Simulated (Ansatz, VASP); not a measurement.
## PN: VASP beside Ansatz

File INCAR:

```
ALGO = Normal
EDIFF = 1E-7
EDIFFG = -0.04
ENCUT = 600
GGA = PE
GGA_COMPAT = False
IBRION = 2
ISIF = 3
ISMEAR = 0
LASPH = True
LCHARG = False
LREAL = False
LWAVE = False
NELM = 120
NELMIN = 4
NSW = 90
PREC = Accurate
SIGMA = 0.1
```

Contents of KPOINTS:

```
k-points
0
Gamma
  8 8 8
```

File POSCAR:

```
PN
1.0
   -1.3889631000      2.6946072600      2.2901393700
    1.3889631000     -2.6946072600      2.2901393700
    1.3889631000      2.6946072600     -2.2901393700
P N
2 2
Direct
    0.2589471500      0.6057077100      0.6532394400
    0.9524682700      0.6057077100      0.3467605600
    0.0116296500      0.2630089100      0.7486207400
    0.5143881600      0.2630089100      0.2513792600
```

Input for Ansatz:

```yaml
crystal:
  lattice:
    - [-1.3889631, 2.69460726, 2.29013937]
    - [1.3889631, -2.69460726, 2.29013937]
    - [1.3889631, 2.69460726, -2.29013937]
  atoms:
    - { symbol: P, position: [0.25894715, 0.60570771, 0.65323944] }
    - { symbol: P, position: [0.95246827, 0.60570771, 0.34676056] }
    - { symbol: "N", position: [0.01162965, 0.26300891, 0.74862074] }
    - { symbol: "N", position: [0.51438816, 0.26300891, 0.25137926] }
basis:
  ecutwfc: 420
kpoints:
  mp_grid: { grid: [8, 8, 8] }
hamiltonian:
  xc: pbe
scf:
  occupations: { method: gaussian, width: 0.1 }
  lower_state_search: "off"
output:
  forces: true
  stress: true
  eigenvalues: true
relax:
  adjacent_minimum: "off"
  f_tol: 0.04
  max_steps: 70
  cell: { stress_tol: 0.4 }
```

Alike in both runs: task relaxation of cell and atoms; functional PBE; k mesh 8 × 8 × 8; occupations gaussian, width 0.1 eV; no spin polarisation.

|  | VASP | Ansatz |
| --- | --- | --- |
| version | VASP 6.6.1 | Ansatz 0.2.0 |
| potentials or method | VASP PAW PBE potentials, release 64 (P, N), cutoff 600 eV | scalar-relativistic, plane waves, PAW |
| valence electrons in the cell | 20 | 20 |

Ansatz gave:

| Property | Result |
| --- | --- |
| relaxed volume (Å³/atom) | 17.49 |
| relaxed length of the cell vector where the two differ most in proportion (Å) | 6.686 |

Problem. Estimate VASP's values.

Solution. Relaxed volume (Å³/atom): 12.45; relaxed length of the cell vector where the two differ most in proportion (Å): 4.714.

One of these differences is far larger than is usual between the two programs; its cause wasn't traced.

Noted on VASP's run: the volume moved by over 15 % at a fixed basis, so the end points are rough.
